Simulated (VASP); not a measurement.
Crystal: CaO.

```xyz
2
Lattice="0.0000 2.3874 2.3874 2.3874 0.0000 2.3874 2.3874 2.3874 0.0000" Properties=species:S:1:pos:R:3 pbc="T T T"
Ca    0.0000    0.0000    0.0000
O     2.3874    2.3874    2.3874
```

Base run:

```yaml
Program: VASP 6.6.1
Functional: BLYP
Potentials_or_basis: VASP PAW PBE potentials, release 64 (Ca_sv, O)
Cutoff: 520 eV
k_mesh: 10 × 10 × 10
Occupations: fermi-dirac, width 0.05 eV
Spin: no spin polarisation
```

Its results: band gap on the k mesh 3.72 eV (least direct gap 4.09 eV); pressure 7.5 GPa.

**Question.** The run is repeated on the same cell with these changes: functional from BLYP to PBE. What comes out?

**Answer.** Band gap on the k mesh 3.63 eV (least direct gap 4.00 eV); pressure 4.6 GPa.

PBE binds more tightly than BLYP, so the same cell stands under less pressure.

Caveats: the cell stands under pressure; the PAW data sets were made with another functional, which shifts forces and pressure a little (at least some runs).

A k mesh can miss the band edges.
